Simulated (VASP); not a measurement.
Runs of VASP 6.6.1 on HfO2 (fluorite type). The structure is that of space group Fm-3m (No. 225), or close to it. The cells are those of the table. 

```tsv
level	cell	k mesh	smearing	grid for exact exchange (PRECFOCK)	share of exact exchange	screening parameter	gap on the mesh (eV)	pressure (GPa)
HSE06	a = 3.597 Å, angles 60.0°, 3 atoms	4 × 4 × 4	fermi-dirac 0.05 eV	Normal	0.25	0.2079 1/Å	5.31	(a)
PBE	a = 3.585 Å, angles 60.0°, 3 atoms	6 × 6 × 6	fermi-dirac 0.02 eV	-	-	-	3.80	0.4
r2SCAN	a = 3.585 Å, angles 60.0°, 3 atoms	6 × 6 × 6	fermi-dirac 0.02 eV	-	-	-	4.29	-5.7
HSE06	a = 3.524 Å, angles 60.0°, 3 atoms	4 × 4 × 4	fermi-dirac 0.05 eV	Normal	0.25	0.2079 1/Å	5.50	(b)
```

Alike in all rows: task single point; potentials or basis VASP PAW PBE potentials, release 64 (Hf_pv, O); no spin polarisation; cutoff (eV) 520.

Q: Estimate the missing entries.

A: (a) -9.5; (b) 7.3.

Caveats: some runs use coarse meshes; spin-orbit coupling is left out, which moves the levels of the heavy elements; the PAW data sets were made with another functional, which shifts forces and pressure a little (at least some runs); the cell stands under tension (at least some runs).

A k mesh can miss the band edges, and the runs leave out spin-orbit coupling on Hf.
